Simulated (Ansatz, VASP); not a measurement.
**CoO: VASP beside Ansatz**

The input INCAR:

```
SYSTEM = CoO
PREC = Accurate ; ENCUT = 520
EDIFF = 1E-7 ; ISMEAR = -1
SIGMA = 0.05 ; LREAL = .False.
LASPH = .True. ; NELM = 150
ALGO = Normal ; ISIF = 2
LWAVE = .False. ; LCHARG = .True.
ISPIN = 2 ; MAGMOM = 2 0
LORBIT = 11 ; LMAXMIX = 4
GGA = PE ; LELF = .True.
LVHAR = .True. ; NBANDS = 18
```

Contents of KPOINTS:

```
regular mesh
0
Gamma
  15 15 15
  0 0 0
```

Contents of POSCAR:

```
CoO
1.0
    0.0000000000      2.0883579357      2.0883579357
    2.0883579357      0.0000000000      2.0883579357
    2.0883579357      2.0883579357      0.0000000000
Co O
1 1
Direct
    0.0000000000      0.0000000000      0.0000000000
    0.5000000000      0.5000000000      0.5000000000
```

Input for Ansatz:

```yaml
crystal:
  lattice:
    - [0.0, 2.0883579357, 2.0883579357]
    - [2.0883579357, 0.0, 2.0883579357]
    - [2.0883579357, 2.0883579357, 0.0]
  atoms:
    - { symbol: Co, position: [0.0, 0.0, 0.0], spin: 2.0 }
    - { symbol: O, position: [0.5, 0.5, 0.5] }
magnetization:
  spin_polarized: true
kpoints:
  mp_grid: { grid: [15, 15, 15] }
scf:
  occupations: { method: fermi_dirac, width: 0.05 }
hamiltonian:
  xc: pbe
  pseudopotentials: { kind: all_electron, lapw: { basis_error: 0.0005 } }
output:
  forces: true
  stress: true
  eigenvalues: true
```

Change from the starting cell: volume scaled by 0.9405.

Alike in both runs: task single point; functional PBE; k mesh 15 × 15 × 15; occupations fermi-dirac, width 0.05 eV; collinear spin.

```csv
,VASP,Ansatz
version,VASP 6.6.1,Ansatz 0.2.0
potentials or method,"VASP PAW PBE potentials, release 64 (Co, O), cutoff 520 eV","all-electron LAPW, scalar-relativistic"
```

VASP gave:

```
pressure (GPa)                                                : 7.7
net moment per atom (μB)                                      : 1.32
size of the moment on the site where the two differ most (μB) : 2.37
```

Question: What did Ansatz give for the same quantities?

Answer: Pressure (GPa): 8.5; net moment per atom (μB): 1.35; size of the moment on the site where the two differ most (μB): 2.42.

Site moments also hang on the region over which each program counts them. Ansatz ran all-electron here, and VASP with PAW potentials.
